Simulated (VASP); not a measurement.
Here is a VASP 6.6.1 calculation.

The input INCAR:

```
PREC = Accurate
ENCUT = 520
EDIFF = 1E-6
ISMEAR = 0
SIGMA = 0.02
LREAL = F
LASPH = T
NELM = 100
ALGO = Normal
ISIF = 2
LWAVE = F
LCHARG = T
LELF = T
LVHAR = T
NBANDS = 29
```

KPOINTS

```
Automatic mesh
0
Gamma
  6 6 6
```

The input POSCAR:

```
CsCdCl3
1.0
    5.0888950666      0.0000000000      0.0000000000
    0.0000000000      5.0888950666      0.0000000000
    0.0000000000      0.0000000000      5.2144160999
Cs Cd Cl
1 1 3
Direct
    0.0000000000      0.0000000000      0.0000000000
    0.5000000000      0.5000000000      0.5000000000
    0.0000000000      0.5000000000      0.5000000000
    0.5000000000      0.0000000000      0.5000000000
    0.5000000000      0.5000000000      0.0000000000
```

Potentials or basis: VASP PAW LDA potentials, release 64 (Cs_sv, Cd, Cl).

Run with:

```bash
$ cat potpaw_LDA.64/Cs_sv/POTCAR potpaw_LDA.64/Cd/POTCAR potpaw_LDA.64/Cl/POTCAR > POTCAR
$ mpirun -np 1 vasp_std > vasp.out
```

Question: What does it give for the band gap on the k mesh?

Answer: 1.55 eV (least direct gap 2.30 eV).

Question: What does it give for the pressure?

Answer: -0.1 GPa.

Stress tensor (GPa, compression positive):
```
 0.31  0.00  0.00
 0.00  0.31  0.00
 0.00  0.00 -0.94
```

Caveat: spin-orbit coupling is left out, which moves the levels of the heavy elements. Expect the measured gap to be larger: semilocal functionals such as LDA lack the derivative discontinuity.
